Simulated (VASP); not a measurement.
# Pd (Fm-3m) in VASP: settings compared

Aim: see how the results for Pd move with the level of theory and the settings. Levels: LDA, PBE+D4. Tasks: single point.

All numbers are computed with VASP 6.6.1; they aren't measurements. Logs are shortened: lines on timing, memory, paths and dates and some standing lists are left out, and cuts for length are marked.

### 1 The cell of the first run

The structure is cubic, space group Fm-3m (No. 225). Conventional cell: a = 3.969 Å, b = 3.969 Å, c = 3.969 Å, α = 90.00°, β = 90.00°, γ = 90.00°. Pd (site symmetry m-3m) has 12 Pd at 2.81 Å within 3.7 Å.

### 2 Single point, LDA, non-collinear spin, zero start, spin-orbit coupling

INCAR reads:

```
SYSTEM = Pd
PREC     = Accurate       ! precision mode
ENCUT    = 520            ! plane-wave cutoff, eV
EDIFF    = 1E-6           ! SCF threshold, eV
ISMEAR   = -1             ! smearing method
SIGMA    = 0.05           ! smearing width, eV
LREAL    = .False.        ! projectors in reciprocal space
LASPH    = .True.         ! aspherical terms in the spheres
NELM     = 150            ! most SCF steps
ALGO     = Normal         ! electronic algorithm
ISIF     = 2              ! what is computed and relaxed
LWAVE    = .False.        ! write WAVECAR
LCHARG   = .True.         ! write CHGCAR
MAGMOM   = 0 0 0          ! initial moments
LORBIT   = 11             ! projections on sites
LSORBIT  = .True.         ! spin-orbit coupling
GGA_COMPAT= .False.      
LORBMOM  = .True.       
LMAXMIX  = 4              ! l up to which the mixer works
LVHAR    = .True.       
NBANDS   = 21             ! bands
```

KPOINTS reads:

```
Automatic mesh
0
Gamma
  12 12 12
  0 0 0
```

POSCAR reads:

```
Pd
1.0
    0.0000000000      1.9846763588      1.9846763588
    1.9846763588      0.0000000000      1.9846763588
    1.9846763588      1.9846763588      0.0000000000
Pd
1
Direct
    0.0000000000      0.0000000000      0.0000000000
```

Potentials or basis: VASP PAW LDA potentials, release 64 (Pd).

On the command line:

```console
$ cat potpaw_LDA.64/Pd/POTCAR > POTCAR
$ mpirun -np 1 vasp_ncl > vasp.out
```

OUTCAR:

```text
SYSTEM = Pd
   PREC = Accurate
   ENCUT = 520
   EDIFF = 1E-6
   ISMEAR = -1
   LREAL = .False.
   LASPH = .True.
   NELM = 150
   ISIF = 2
   LORBIT = 11
   LSORBIT = .True.

 ion  position               nearest neighbor table
   1  0.000  0.000  0.000-

  LATTYP: Found a face centered cubic cell.
 ALAT       =     3.9693527176

  Lattice vectors:

 A1 = (   0.0000000000,   1.9846763588,   1.9846763588)
 A2 = (   1.9846763588,   0.0000000000,   1.9846763588)
 A3 = (   1.9846763588,   1.9846763588,   0.0000000000)

Analysis of symmetry for initial positions (statically):
[... 25 lines left out ...]
The dynamic configuration has the point symmetry O_h .

Analysis of structural, dynamic, and magnetic symmetry:
=====================================================================
 Subroutine PRICEL returns:
[... 7 lines left out ...]
 out of a pool of 48 trial point group operations.

The overall configuration has the point symmetry O_h .

 Subroutine INISYM returns: Found 48 space group operations
[... 5 lines left out ...]
                                     Primitive cell

  volume of cell :      15.6350

  direct lattice vectors                    reciprocal lattice vectors
     0.000000000  1.984676359  1.984676359    -0.251930244  0.251930244  0.251930244
     1.984676359  0.000000000  1.984676359     0.251930244 -0.251930244  0.251930244
     1.984676359  1.984676359  0.000000000     0.251930244  0.251930244 -0.251930244

  length of vectors
     2.806756224  2.806756224  2.806756224     0.436355983  0.436355983  0.436355983

  position of ions in fractional coordinates (direct lattice)
     0.000000000  0.000000000  0.000000000

  ion indices of the primitive-cell ions
   primitive index   ion index
                 1           1

----------------------------------------------------------------------------------------

 KPOINTS: Automatic mesh

Automatic generation of k-mesh.
 Grid dimensions read from file:
 generate k-points for:   12   12   12

 Generating k-lattice:

  Cartesian coordinates                     Fractional coordinates (reciprocal lattice)
    -0.020994187  0.020994187  0.020994187     0.083333333  0.000000000  0.000000000
     0.020994187 -0.020994187  0.020994187     0.000000000  0.083333333  0.000000000
     0.020994187  0.020994187 -0.020994187     0.000000000  0.000000000  0.083333333

  Length of vectors
     0.036362999  0.036362999  0.036362999

  Shift w.r.t. Gamma in fractional coordinates (k-lattice)
[... 100 lines left out ...]

  energy without entropy =       -6.44589725  energy(sigma->0) =       -6.45596961

 E-fermi :   8.6116     XC(G=0): -13.1661

 val. band max:        8.6100509368   @ k =   0.4167   0.3333   0.0000
 cond. band min:       8.6136009198   @ k =   0.5000   0.0833   0.0000
 fundamental gap:      0.0035499830
 Fermi energy:         8.6115891731

 k-point     1 :       0.0000    0.0000    0.0000
  band No.  band energies     occupation
      1       1.8314      1.00000
      2       1.8314      1.00000
      3       5.8697      1.00000
      4       5.8697      1.00000
      5       5.8697      1.00000
      6       5.8697      1.00000
[... 565 lines left out ...]
     20      27.7535      0.00000
     21      34.6453      0.00000

 [... further k-points ...]
[... 5 lines left out ...]
  --------------------------------------------------------------------------------------
  -------------------------------------------------------------------------------------
  Total       -1.6670545     -1.6670545     -1.6670545      0.0000000     -0.0000000      0.0000000
  in kB     -170.8288806   -170.8288806   -170.8288806      0.0000000     -0.0000000      0.0000000
  external PRESSURE =    -170.8288806 kB  Pullay stress =       0.0000000 kB

 VOLUME and BASIS-vectors are now :
 -----------------------------------------------------------------------------
  energy-cutoff  :      520.00
  volume of cell :       15.64
      direct lattice vectors                 reciprocal lattice vectors
     0.000000000  1.984676359  1.984676359    -0.251930244  0.251930244  0.251930244
     1.984676359  0.000000000  1.984676359     0.251930244 -0.251930244  0.251930244
     1.984676359  1.984676359  0.000000000     0.251930244  0.251930244 -0.251930244

 POSITION                                       TOTAL-FORCE (eV/Angst)
 -----------------------------------------------------------------------------------
      0.00000      0.00000      0.00000        -0.000000      0.000000      0.000000
 -----------------------------------------------------------------------------------
    total drift:                               -0.000000      0.000000     -0.000000

  FREE ENERGIE OF THE ION-ELECTRON SYSTEM (eV)
  ---------------------------------------------------
  free  energy   TOTEN  =        -6.4660419772 eV

  energy  without entropy=       -6.4458972494  energy(sigma->0) =       -6.45596961

 orbital moment (x)

 # of ion     p       d       tot
 ----------------------------------------
  1         0.000   0.000   0.000
 ----------------------------------------
            0.000   0.000   0.000

 orbital moment (y)

 # of ion     p       d       tot
 ----------------------------------------
  1        -0.000   0.000   0.000
 ----------------------------------------
           -0.000   0.000   0.000

 orbital moment (z)

 # of ion     p       d       tot
 ----------------------------------------
  1         0.000   0.000   0.000
 ----------------------------------------
            0.000   0.000   0.000

 Spin-Orbit-Coupling matrix elements

 Ion:    1  E_soc:     -0.0882782
 l=   1
     0.0000000    -0.0024070    -0.0024070
    -0.0024070     0.0000000    -0.0024070
    -0.0024070    -0.0024070     0.0000000
 l=   2
     0.0000000    -0.0025245     0.0000000    -0.0025245    -0.0097815
    -0.0025245     0.0000000    -0.0073361    -0.0025245    -0.0024454
     0.0000000    -0.0073361     0.0000000    -0.0073361     0.0000000
    -0.0025245    -0.0025245    -0.0073361     0.0000000    -0.0024454
    -0.0097815    -0.0024454     0.0000000    -0.0024454     0.0000000
 l=   3
     0.0000000     0.0000000     0.0000000     0.0000000     0.0000000     0.0000000     0.0000000
     0.0000000     0.0000000     0.0000000     0.0000000     0.0000000     0.0000000     0.0000000
     0.0000000     0.0000000     0.0000000     0.0000000     0.0000000     0.0000000     0.0000000
     0.0000000     0.0000000     0.0000000     0.0000000     0.0000000     0.0000000     0.0000000
     0.0000000     0.0000000     0.0000000     0.0000000     0.0000000     0.0000000     0.0000000
     0.0000000     0.0000000     0.0000000     0.0000000     0.0000000     0.0000000     0.0000000
     0.0000000     0.0000000     0.0000000     0.0000000     0.0000000     0.0000000     0.0000000

 total charge

# of ion       s       p       d       tot
------------------------------------------
    1        0.466   0.429   8.424   9.319

 magnetization (x)

# of ion       s       p       d       tot
------------------------------------------
    1        0.000   0.000   0.000   0.000

 magnetization (y)

# of ion       s       p       d       tot
------------------------------------------
    1       -0.000   0.000   0.000   0.000

 magnetization (z)

# of ion       s       p       d       tot
------------------------------------------
    1        0.000   0.000  -0.000   0.000
```

OSZICAR:

```text
N       E                     dE             d eps       ncg     rms          rms(c)
DAV:   1     0.568422418225E+02    0.56842E+02   -0.48152E+03  3024   0.911E+02
DAV:   2    -0.545551760506E+01   -0.62298E+02   -0.57764E+02  3409   0.225E+02
DAV:   3    -0.679042905935E+01   -0.13349E+01   -0.13207E+01  3462   0.350E+01
DAV:   4    -0.680024303093E+01   -0.98140E-02   -0.98119E-02  3638   0.303E+00
DAV:   5    -0.680040749036E+01   -0.16446E-03   -0.16446E-03  3830   0.397E-01    0.705E+00
DAV:   6    -0.648003797514E+01    0.32037E+00   -0.56371E-01  3634   0.101E+01    0.330E+00
DAV:   7    -0.647050088699E+01    0.95371E-02   -0.86544E-03  3885   0.885E-01    0.184E+00
DAV:   8    -0.646605085493E+01    0.44500E-02   -0.80792E-04  3702   0.300E-01    0.413E-01
DAV:   9    -0.646603868613E+01    0.12169E-04   -0.14265E-05  4135   0.361E-02    0.256E-02
DAV:  10    -0.646604176263E+01   -0.30765E-05   -0.30987E-06  3749   0.233E-02    0.121E-02
DAV:  11    -0.646604197716E+01   -0.21453E-06   -0.15863E-06  3645   0.147E-02
   1 F= -.64660420E+01 E0= -.64559696E+01  d E =-.201447E-01  mag=     0.0000    -0.0000     0.0000
```

Run time: 18 s. Hardware: 1 thread of Intel Xeon 6975P-C (Granite Rapids), shared host; peak memory 0.18 GiB.

Results:

| Property | Result |
| --- | --- |
| Free energy | -6.4660 eV |
| Pressure | -17.1 GPa |
| Net moment | 0.00 μB per cell |
| Valence electrons inside the program's atomic spheres | Pd 9.32 |

Moments on the atoms (μB; x, y, z):
```
Pd  0.00 0.00 0.00
```

### 3 Single point, LDA

This run uses another cell than the first one, of 14.16 Å³/atom, 0.906 times its volume.

INCAR reads:

```
  ALGO = Fast
  EDIFF = 1E-6
  ENCUT = 520
  GGA = CA
  ISIF = 2
  ISMEAR = -1
  LASPH = T
  LCHARG = F
  LREAL = F
  LWAVE = F
  NBANDS = 11
  NELM = 80
  PREC = Accurate
  SIGMA = 0.05
```

KPOINTS reads:

```
k-points
0
Gamma
  12 12 12
```

POSCAR reads:

```
Pd
1.0
    0.0000000000      1.9201927211      1.9201927211
    1.9201927211      0.0000000000      1.9201927211
    1.9201927211      1.9201927211      0.0000000000
Pd
1
Direct
    0.0000000000      0.0000000000      0.0000000000
```

Potentials or basis: VASP PAW LDA potentials, release 64 (Pd).

On the command line:

```console
$ cat potpaw_LDA.64/Pd/POTCAR > POTCAR
$ mpirun -np 1 vasp_std > vasp.out
```

Run time: 6.3 s. Hardware: 1 thread of Intel Xeon Platinum 8488C (Sapphire Rapids), shared host; peak memory 0.12 GiB.

The run converged. Its results:

```
Free energy            : -6.5099 eV
Pressure               : -0.2 GPa
Band gap on the k mesh : zero (band 5 reaches 10.62 eV, above the bottom of band 6 at 8.92 eV)
```

Levels at points of the mesh, in eV from the Fermi level:
```tsv
k point	band 2	band 3	band 4	band 5	band 6	band 7	band 8	band 9
(0.00, 0.00, 0.00)	-3.05	-3.05	-3.05	-1.29	-1.29	17.17	22.13	22.13
(0.50, 0.00, 0.00)	-3.09	-3.09	0.00	0.00	0.88	7.61	16.56	21.35
(0.50, 0.50, 0.00)	-5.47	-0.01	0.34	0.34	3.28	11.18	13.32	13.32
```

### 4 Single point, LDA

This run uses another cell than the first one, of 14.46 Å³/atom, 0.925 times its volume.

INCAR reads:

```
PREC = Accurate
ENCUT = 520
EDIFF = 1E-6
ISMEAR = -1
SIGMA = 0.05
LREAL = F
LASPH = T
NELM = 100
ALGO = Fast
ISIF = 2
LWAVE = F
LCHARG = T
GGA = CA
LELF = T
LVHAR = T
NBANDS = 11
```

KPOINTS reads:

```
Automatic mesh
0
Gamma
  12 12 12
```

POSCAR reads:

```
Pd
1.0
    0.0000000000      1.9334358480      1.9334358480
    1.9334358480      0.0000000000      1.9334358480
    1.9334358480      1.9334358480      0.0000000000
Pd
1
Direct
    0.0000000000      0.0000000000      0.0000000000
```

On the command line:

```console
$ cat potpaw_LDA.64/Pd/POTCAR > POTCAR
$ mpirun -np 1 vasp_std > vasp.out
```

It took 6.6 s on 1 thread of Intel Xeon Platinum 8488C (Sapphire Rapids), shared host; peak memory 0.12 GiB.

It converged, with:

```yaml
Free_energy: -6.5055 eV
Pressure: -4.6 GPa
Band_gap_on_the_k_mesh: zero (band 5 reaches 10.23 eV, above the bottom of band 6 at 8.59 eV)
```

Levels at points of the mesh, in eV from the Fermi level:
| k point | band 2 | band 3 | band 4 | band 5 | band 6 | band 7 | band 8 | band 9 |
| --- | --- | --- | --- | --- | --- | --- | --- | --- |
| (0.00, 0.00, 0.00) | -2.95 | -2.95 | -2.95 | -1.24 | -1.24 | 17.17 | 22.01 | 22.01 |
| (0.50, 0.00, 0.00) | -2.99 | -2.99 | 0.00 | 0.00 | 0.93 | 7.44 | 16.55 | 21.15 |
| (0.50, 0.50, 0.00) | -5.30 | -0.02 | 0.32 | 0.32 | 3.28 | 10.95 | 13.21 | 13.21 |

### 5 Single point, LDA

This run uses another cell than the first one, of 14.75 Å³/atom, 0.943 times its volume.

INCAR reads:

```
SYSTEM = Pd
PREC     = Accurate       ! precision mode
ENCUT    = 520            ! plane-wave cutoff, eV
EDIFF    = 1E-6           ! SCF threshold, eV
ISMEAR   = -1             ! smearing method
SIGMA    = 0.05           ! smearing width, eV
LREAL    = .FALSE.        ! projectors in reciprocal space
LASPH    = .TRUE.         ! aspherical terms in the spheres
NELM     = 60             ! most SCF steps
ALGO     = Normal         ! electronic algorithm
ISIF     = 2              ! what is computed and relaxed
LWAVE    = .FALSE.        ! write WAVECAR
LCHARG   = .TRUE.         ! write CHGCAR
GGA      = CA             ! functional
LELF     = .TRUE.         ! ELF
LVHAR    = .TRUE.       
NBANDS   = 11             ! bands
```

KPOINTS reads:

```
regular mesh
0
G
  12 12 12
  0 0 0
```

POSCAR reads:

```
Pd
1.0
    0.0000000000      1.9465000000      1.9465000000
    1.9465000000      0.0000000000      1.9465000000
    1.9465000000      1.9465000000      0.0000000000
Pd
1
Direct
    0.0000000000      0.0000000000      0.0000000000
```

On the command line:

```console
$ cat potpaw_LDA.64/Pd/POTCAR > POTCAR
$ mpirun -np 1 vasp_std > vasp.out
```

Run time: 5.5 s. Hardware: 1 thread of Intel Xeon Platinum 8488C (Sapphire Rapids), shared host; peak memory 0.12 GiB.

It converged, with:

| Property | Result |
| --- | --- |
| Free energy | -6.4936 eV |
| Pressure | -8.4 GPa |
| Band gap on the k mesh | zero (band 5 reaches 9.87 eV, above the bottom of band 6 at 8.29 eV) |

Levels at points of the mesh, in eV from the Fermi level:
```
           k point  band 3  band 4  band 5  band 6  band 7  band 8
(0.00, 0.00, 0.00)   -2.85   -2.85   -1.21   -1.21   17.17   21.88
(0.50, 0.00, 0.00)   -2.89    0.00    0.00    0.98    7.27   16.54
(0.50, 0.50, 0.00)   -0.02    0.31    0.31    3.28   10.74   13.09
```

(Part 1 of 2 ends here.)
